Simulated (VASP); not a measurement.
# Sn (I4_1/amd) in VASP: settings compared, part 3 of 3

VASP 6.6.1.

## (4) Single point, LDA

This run uses another cell than the first one, of 27.10 Å³/atom.

Input file INCAR:

```
SYSTEM = Sn
  PREC = Accurate
  ENCUT = 520
  EDIFF = 1E-6
  ISMEAR = -1
  SIGMA = 0.05
  LREAL = .FALSE.
  LASPH = .TRUE.
  NELM = 80
  ALGO = Normal
  ISIF = 2
  LWAVE = .FALSE.
  LCHARG = .FALSE.
  GGA = CA
  NBANDS = 21
```

Input file KPOINTS:

```
Automatic mesh
0
G
  9 9 9
  0 0 0
```

Input file POSCAR:

```
Sn
1.0
   -2.9204073745      2.9204073745      1.5885680951
    2.9204073745     -2.9204073745      1.5885680951
    2.9204073745      2.9204073745     -1.5885680951
Sn
2
Direct
    0.0000000000      0.0000000000      0.0000000000
    0.7500000000      0.2500000000      0.5000000000
```

Potentials or basis: VASP PAW LDA potentials, release 64 (Sn_d).

Command:

```sh
$ cat potpaw_LDA.64/Sn_d/POTCAR > POTCAR
$ mpirun -np 1 vasp_std > vasp.out
```

OUTCAR:

```text
SYSTEM = Sn
   PREC = Accurate
   ENCUT = 520
   EDIFF = 1E-6
   ISMEAR = -1
   LREAL = .FALSE.
   LASPH = .TRUE.
   NELM = 80
   ISIF = 2
   GGA = CA

 ion  position               nearest neighbor table
   1  0.000  0.000  0.000-   2 3.03   2 3.03   2 3.03   2 3.03
   2  0.750  0.250  0.500-   1 3.03   1 3.03   1 3.03   1 3.03

  LATTYP: Found a body centered tetragonal cell.
 ALAT       =     5.8408147490
 C/A-ratio  =     0.5439542815

  Lattice vectors:

 A1 = (  -2.9204073745,   2.9204073745,   1.5885680951)
 A2 = (   2.9204073745,  -2.9204073745,   1.5885680951)
 A3 = (   2.9204073745,   2.9204073745,  -1.5885680951)

Analysis of symmetry for initial positions (statically):
=====================================================================
 Subroutine PRICEL returns:
 Original cell was already a primitive cell.

 Routine SETGRP: Setting up the symmetry group for a
 body centered tetragonal supercell.

 Subroutine GETGRP returns: Found 16 space group operations
 (whereof  8 operations were pure point group operations)
 out of a pool of 16 trial point group operations.

The static configuration has the point symmetry D_2d.
 The point group associated with its full space group is D_4h.

Analysis of symmetry for dynamics (positions and initial velocities):
=====================================================================
 Subroutine PRICEL returns:
 Original cell was already a primitive cell.

 Routine SETGRP: Setting up the symmetry group for a
 body centered tetragonal supercell.

 Subroutine GETGRP returns: Found 16 space group operations
 (whereof  8 operations were pure point group operations)
 out of a pool of 16 trial point group operations.

The dynamic configuration has the point symmetry D_2d.
 The point group associated with its full space group is D_4h.

 Subroutine INISYM returns: Found 16 space group operations
 (whereof  8 operations are pure point group operations),
 and found     1 'primitive' translations

----------------------------------------------------------------------------------------

                                     Primitive cell

  volume of cell :      54.1942

  direct lattice vectors                    reciprocal lattice vectors
    -2.920407374  2.920407374  1.588568095     0.000000000  0.171208991  0.314748862
     2.920407374 -2.920407374  1.588568095     0.171208991  0.000000000  0.314748862
     2.920407374  2.920407374 -1.588568095     0.171208991  0.171208991  0.000000000

  length of vectors
     4.425054470  4.425054470  4.425054470     0.358300662  0.358300662  0.242126077

  position of ions in fractional coordinates (direct lattice)
     0.000000000  0.000000000  0.000000000
     0.750000000  0.250000000  0.500000000

  ion indices of the primitive-cell ions
   primitive index   ion index
                 1           1
                 2           2

----------------------------------------------------------------------------------------

 KPOINTS: Automatic mesh

Automatic generation of k-mesh.
 Grid dimensions read from file:
 generate k-points for:    9    9    9

 Generating k-lattice:

  Cartesian coordinates                     Fractional coordinates (reciprocal lattice)
     0.000000000  0.019023221  0.034972096     0.111111111  0.000000000 -0.000000000
     0.019023221  0.000000000  0.034972096     0.000000000  0.111111111 -0.000000000
     0.019023221  0.019023221  0.000000000     0.000000000  0.000000000  0.111111111

  Length of vectors
     0.039811185  0.039811185  0.026902897

  Shift w.r.t. Gamma in fractional coordinates (k-lattice)
     0.000000000  0.000000000  0.000000000

 Subroutine IBZKPT returns following result:
 ===========================================

 Found     75 irreducible k-points:

 Following reciprocal coordinates:
            Coordinates               Weight
  0.000000  0.000000  0.000000      1.000000
  0.111111  0.000000  0.000000      8.000000
  0.222222  0.000000  0.000000      8.000000
  0.333333  0.000000  0.000000      8.000000
  0.444444  0.000000  0.000000      8.000000
  0.111111  0.111111  0.000000      8.000000
[... 16 lines left out ...]
 -0.333333  0.333333  0.000000      4.000000
  0.444444  0.444444 -0.000000      8.000000
 [... further k-points ...]
   k-points           NKPTS =     75   k-points in BZ     NKDIM =     75   number of bands    NBANDS=     21
   number of dos      NEDOS =    301   number of ions     NIONS =      2
   total plane-waves  NPLWV =  46656
   dimension x,y,z NGX =    36 NGY =   36 NGZ =   36
   dimension x,y,z NGXF=    72 NGYF=   72 NGZF=   72
   ions per type =               2
   NGX,Y,Z   is equivalent  to a cutoff of  13.52, 13.52, 13.52 a.u.
   NGXF,Y,Z  is equivalent  to a cutoff of  27.05, 27.05, 27.05 a.u.
 SYSTEM =  Sn
   PREC   = accura    normal or accurate (medium, high low for compatibility)
   ISTART =      0    job   : 0-new  1-cont  2-samecut
   ICHARG =      2    charge: 1-file 2-atom 10-const
   ISPIN  =      1    spin polarized calculation?
   LNONCOLLINEAR =      F non collinear calculations
   LSORBIT =      F    spin-orbit coupling
   LASPH  =      T    aspherical Exc in radial PAW
   ENCUT  =  520.0 eV  38.22 Ry    6.18 a.u.   8.23  8.23  8.23*2*pi/ulx,y,z
   NELM   =     80;   NELMIN=  2; NELMDL= -5     # of ELM steps
   EDIFF  = 0.1E-05   stopping-criterion for ELM
   LREAL  =      F    real-space projection
   EDIFFG = 0.1E-04   stopping-criterion for IOM
   NSW    =      0    number of steps for IOM
   IBRION =     -1    ionic relax: 0-MD 1-quasi-New 2-CG
   NFREE  =      0    steps in history (QN), initial steepest desc. (CG)
   ISIF   =      2    stress and relaxation
   ISYM   =      2    0-nonsym 1-usesym 2-fastsym
   POTIM  = 0.5000    time-step for ionic-motion
   TEBEG  =    0.0;   TEEND  =   0.0 temperature during run
   PSTRESS=    0.0 pullay stress
   NELECT =      28.0000    total number of electrons
   NUPDOWN=      -1.0000    fix difference up-down
   EMIN   =  10.00;   EMAX   =-10.00  energy-range for DOS
   EFERMI =   0.00;   METHOD = LEGACY
   ISMEAR =    -1;   SIGMA  =   0.05  broadening in eV -4-tet -1-fermi 0-gaus
   EFERMI_NEDOS =   21; number of points for ismear=-14 and -15
   IALGO  =     38    algorithm
   IMIX   =      4    mixing-type and parameters
     AMIX     =   0.40;   BMIX     =  1.00
     AMIX_MAG =   1.60;   BMIX_MAG =  1.00
  volume/ion in A,a.u.               =      27.10       182.86
  Fermi-wavevector in a.u.,A,eV,Ry     =   1.313641  2.482421 23.478921  1.725652
  Thomas-Fermi vector in A             =   2.443949
   LORBIT       =      0    0 simple, 1 ext, 2 COOP (PROOUT), +10 PAW based schemes
   GGA     = CA    functional components
   LHFCALC =     F    Hartree Fock is set to
   AEXX    =    0.0000 exact exchange contribution
   IVDW    =     0    specifies the selected vdW correction
   LEPSILON=     F    determine dielectric tensor
   LRPA    =     F    only Hartree local field effects (RPA)
 non-spin polarized calculation
  energy-cutoff  :      520.00
  volume of cell :       54.19
 maximum number of plane-waves:      1478
 NGX is ok and might be reduce to    36
   NGX = 17   NGY = 17   NGZ = 17

 number of electron      28.0000000 magnetization

 Free energy of the ion-electron system (eV)
  ---------------------------------------------------
  ext. energy  EPLUGINS =         0.00000000
  ---------------------------------------------------
  free energy    TOTEN  =        -8.96486241 eV

  energy without entropy =       -8.95749376  energy(sigma->0) =       -8.96117808

 E-fermi :   7.7217     XC(G=0): -10.5537

 val. band max:        7.7213548867   @ k =  -0.2222  -0.2222   0.1111
 cond. band min:       7.7280199757   @ k =  -0.2222   0.4444   0.2222
 fundamental gap:      0.0066650890
 Fermi energy:         7.7216659656

 k-point     1 :       0.0000    0.0000    0.0000
  band No.  band energies     occupation
      1     -13.8367      2.00000
      2     -13.7518      2.00000
      3     -13.7072      2.00000
      4     -13.6965      2.00000
      5     -13.5415      2.00000
      6     -13.5415      2.00000
[... 13 lines left out ...]
     20      17.6552      0.00000
     21      18.3246      0.00000
[... 529 lines left out ...]
 k-point    24 :       0.4444    0.4444   -0.0000
  band No.  band energies     occupation
      1     -13.7332      2.00000
      2     -13.7326      2.00000
      3     -13.6714      2.00000
      4     -13.6695      2.00000
      5     -13.5730      2.00000
      6     -13.5659      2.00000
[... 13 lines left out ...]
     20      18.5584      0.00000
     21      19.0331      0.00000

 [... further k-points ...]

------------------------ aborting loop because EDIFF is reached ----------------------------------------

  FORCE on cell =-STRESS in cart. coord.  units (eV):
  Direction    XX          YY          ZZ          XY          YZ          ZX
  --------------------------------------------------------------------------------------
  -------------------------------------------------------------------------------------
  Total       -0.5900255     -0.5900255     -0.7289907      0.0000000      0.0000000      0.0000000
  in kB      -17.4432994    -17.4432994    -21.5516165      0.0000000      0.0000000      0.0000000
  external PRESSURE =     -18.8127384 kB  Pullay stress =       0.0000000 kB

 VOLUME and BASIS-vectors are now :
 -----------------------------------------------------------------------------
  energy-cutoff  :      520.00
  volume of cell :       54.19
      direct lattice vectors                 reciprocal lattice vectors
    -2.920407374  2.920407374  1.588568095     0.000000000  0.171208991  0.314748862
     2.920407374 -2.920407374  1.588568095     0.171208991  0.000000000  0.314748862
     2.920407374  2.920407374 -1.588568095     0.171208991  0.171208991  0.000000000

 POSITION                                       TOTAL-FORCE (eV/Angst)
 -----------------------------------------------------------------------------------
      0.00000      0.00000      0.00000         0.000000     -0.000000      0.000000
      0.00000      2.92041      0.79428        -0.000000      0.000000     -0.000000
 -----------------------------------------------------------------------------------
    total drift:                               -0.000000      0.000000     -0.000000

  FREE ENERGIE OF THE ION-ELECTRON SYSTEM (eV)
  ---------------------------------------------------
  free  energy   TOTEN  =        -8.9648624054 eV

  energy  without entropy=       -8.9574937589  energy(sigma->0) =       -8.96117808
```

stdout:

```text
POSCAR found type information on POSCAR Sn
 POSCAR found :  1 types and       2 ions
 scaLAPACK will be used
 LDA part: xc-table for (Slater(with rela. corr.)+CA(PZ))
 , standard interpolation
 POSCAR, INCAR and KPOINTS ok, starting setup
 FFT: planning ... GRIDC
 FFT: planning ... GRID_SOFT
 FFT: planning ... GRID
 WAVECAR not read
 entering main loop
```

Wall time 61 s (1 thread of AMD EPYC 7R13 (Zen 3), shared host); peak memory 0.18 GiB.

Results:

```yaml
Free_energy: -8.9649 eV
Pressure: -1.9 GPa
Band_gap_on_the_k_mesh: zero (bands 14 and 15 overlap by 4.03 eV)
```

Caveat: spin-orbit coupling is left out, which moves the levels of the heavy elements.

## (5) Single point, PBE

This run uses another cell than the first one, of 27.10 Å³/atom.

Input file INCAR:

```
PREC = Accurate ; ENCUT = 520
EDIFF = 1E-6 ; ISMEAR = -1
SIGMA = 0.05 ; LREAL = False
LASPH = True ; NELM = 60
ALGO = Normal ; ISIF = 2
LWAVE = False ; LCHARG = False
GGA = PE ; NBANDS = 21
```

Input file KPOINTS:

```
Automatic mesh
0
Gamma
  9 9 9
```

POSCAR is that of step 4.

Potentials or basis: VASP PAW PBE potentials, release 64 (Sn_d).

Command:

```sh
$ cat potpaw_PBE.64/Sn_d/POTCAR > POTCAR
$ mpirun -np 1 vasp_std > vasp.out
```

It took 71 s on 1 thread of AMD EPYC 7R13 (Zen 3), shared host; peak memory 0.2 GiB.

It converged, with:

- Free energy: -7.5876 eV
- Pressure: 2.5 GPa
- Band gap on the k mesh: zero (bands 14 and 15 overlap by 4.06 eV)

Stress tensor (GPa, compression positive):
```
2.67 0.00 0.00
0.00 2.67 0.00
0.00 0.00 2.15
```

Levels at points of the mesh, in eV from the Fermi level:
```tsv
k point	band 10	band 11	band 12	band 13	band 14	band 15	band 16	band 17	band 18	band 19
(0.00, 0.00, 0.00)	-21.18	-11.16	-3.66	-2.00	-2.00	2.95	6.21	6.21	6.87	6.97
```

Caveat: spin-orbit coupling is left out, which moves the levels of the heavy elements.

## (6) Single point, LDA

This run uses another cell than the first one, of 27.65 Å³/atom.

Input file INCAR:

```
SYSTEM = Sn
PREC = Accurate ; ENCUT = 520
EDIFF = 1E-6 ; ISMEAR = -1
SIGMA = 0.05 ; LREAL = .False.
LASPH = .True. ; NELM = 100
ALGO = Normal ; ISIF = 2
LWAVE = .False. ; LCHARG = .True.
GGA = CA ; LELF = .True.
LVHAR = .True. ; NBANDS = 21
```

Input file KPOINTS:

```
Automatic mesh
0
Gamma
  9 9 9
  0 0 0
```

Input file POSCAR:

```
Sn
1.0
   -2.9401404553      2.9401404553      1.5993019889
    2.9401404553     -2.9401404553      1.5993019889
    2.9401404553      2.9401404553     -1.5993019889
Sn
2
Direct
    0.0000000000      0.0000000000      0.0000000000
    0.7500000000      0.2500000000      0.5000000000
```

Potentials or basis: VASP PAW LDA potentials, release 64 (Sn_d).

Command:

```sh
$ cat potpaw_LDA.64/Sn_d/POTCAR > POTCAR
$ mpirun -np 1 vasp_std > vasp.out
```

OUTCAR:

```text
SYSTEM = Sn
   PREC = Accurate
   ENCUT = 520
   EDIFF = 1E-6
   ISMEAR = -1
   LREAL = .False.
   LASPH = .True.
   NELM = 100
   ISIF = 2
   GGA = CA

 ion  position               nearest neighbor table
   1  0.000  0.000  0.000-   2 3.05   2 3.05   2 3.05   2 3.05
   2  0.750  0.250  0.500-   1 3.05   1 3.05   1 3.05   1 3.05

  LATTYP: Found a body centered tetragonal cell.
 ALAT       =     5.8802809106
 C/A-ratio  =     0.5439542815

  Lattice vectors:

 A1 = (  -2.9401404553,   2.9401404553,   1.5993019889)
 A2 = (   2.9401404553,  -2.9401404553,   1.5993019889)
 A3 = (   2.9401404553,   2.9401404553,  -1.5993019889)

Analysis of symmetry for initial positions (statically):
=====================================================================
 Subroutine PRICEL returns:
 Original cell was already a primitive cell.

 Routine SETGRP: Setting up the symmetry group for a
 body centered tetragonal supercell.

 Subroutine GETGRP returns: Found 16 space group operations
[... 162 lines left out ...]
  ---------------------------------------------------
  free energy    TOTEN  =        -8.94889454 eV

  energy without entropy =       -8.94165331  energy(sigma->0) =       -8.94527393

 E-fermi :   7.4708     XC(G=0): -10.4590

 val. band max:        7.4604248020   @ k =   0.4444   0.3333   0.0000
 cond. band min:       7.5033212314   @ k =  -0.2222   0.4444   0.2222
 fundamental gap:      0.0428964294
 Fermi energy:         7.4708441910

 k-point     1 :       0.0000    0.0000    0.0000
  band No.  band energies     occupation
      1     -14.0556      2.00000
      2     -13.9767      2.00000
      3     -13.9322      2.00000
      4     -13.9236      2.00000
      5     -13.7785      2.00000
      6     -13.7785      2.00000
[... 565 lines left out ...]
     20      18.1934      0.00000
     21      18.6469      0.00000

 [... further k-points ...]

------------------------ aborting loop because EDIFF is reached ----------------------------------------

  FORCE on cell =-STRESS in cart. coord.  units (eV):
  Direction    XX          YY          ZZ          XY          YZ          ZX
  --------------------------------------------------------------------------------------
  -------------------------------------------------------------------------------------
  Total       -0.9492037     -0.9492037     -1.0636229      0.0000000      0.0000000      0.0000000
  in kB      -27.5006761    -27.5006761    -30.8156725      0.0000000      0.0000000      0.0000000
  external PRESSURE =     -28.6056749 kB  Pullay stress =       0.0000000 kB

 VOLUME and BASIS-vectors are now :
 -----------------------------------------------------------------------------
  energy-cutoff  :      520.00
  volume of cell :       55.30
      direct lattice vectors                 reciprocal lattice vectors
    -2.940140455  2.940140455  1.599301989     0.000000000  0.170059903  0.312636390
     2.940140455 -2.940140455  1.599301989     0.170059903  0.000000000  0.312636390
     2.940140455  2.940140455 -1.599301989     0.170059903  0.170059903  0.000000000

 POSITION                                       TOTAL-FORCE (eV/Angst)
 -----------------------------------------------------------------------------------
      0.00000      0.00000      0.00000         0.000000     -0.000000      0.000000
      0.00000      2.94014      0.79965        -0.000000      0.000000     -0.000000
 -----------------------------------------------------------------------------------
    total drift:                               -0.000000      0.000000     -0.000000

  FREE ENERGIE OF THE ION-ELECTRON SYSTEM (eV)
  ---------------------------------------------------
  free  energy   TOTEN  =        -8.9488945421 eV

  energy  without entropy=       -8.9416533103  energy(sigma->0) =       -8.94527393
```

Run time: 70 s. Hardware: 1 thread of AMD EPYC 7R13 (Zen 3), shared host; peak memory 0.18 GiB.

Results:

| Item | Value |
| --- | --- |
| Free energy | -8.9489 eV |
| Pressure | -2.9 GPa |
| Band gap on the k mesh | zero (bands 14 and 15 overlap by 3.93 eV) |

Stress tensor (GPa, compression positive):
```
-2.75  0.00  0.00
 0.00 -2.75  0.00
 0.00  0.00 -3.08
```

Caveat: spin-orbit coupling is left out, which moves the levels of the heavy elements.

## (7) Summary

```csv
level,potentials or basis,cell,gap on the mesh (eV),pressure (GPa)
PBE,"VASP PAW PBE potentials, release 64 (Sn_d)","a = 4.364 Å, angles 97.4, 97.4, 137.9°, 2 atoms",none,5.2
LDA,"VASP PAW LDA potentials, release 64 (Sn_d)","a = 4.395 Å, angles 97.4, 97.4, 137.9°, 2 atoms",none,-0.8
LDA,"VASP PAW LDA potentials, release 64 (Sn_d)","a = 4.425 Å, angles 97.4, 97.4, 137.9°, 2 atoms",none,-1.9
PBE,"VASP PAW PBE potentials, release 64 (Sn_d)","a = 4.425 Å, angles 97.4, 97.4, 137.9°, 2 atoms",none,2.5
LDA,"VASP PAW LDA potentials, release 64 (Sn_d)","a = 4.455 Å, angles 97.4, 97.4, 137.9°, 2 atoms",none,-2.9
```

Alike in all rows: task single point; no spin polarisation; k mesh 9 × 9 × 9; cutoff (eV) 520; smearing fermi-dirac 0.05 eV.

Caveats: spin-orbit coupling is left out, which moves the levels of the heavy elements; the cell stands under pressure (at least some runs).

Total energies depend on the potentials used, so only differences within one code and one set of settings carry meaning.

The gap in the log of VASP goes by the Fermi energy; the results here count the filled bands.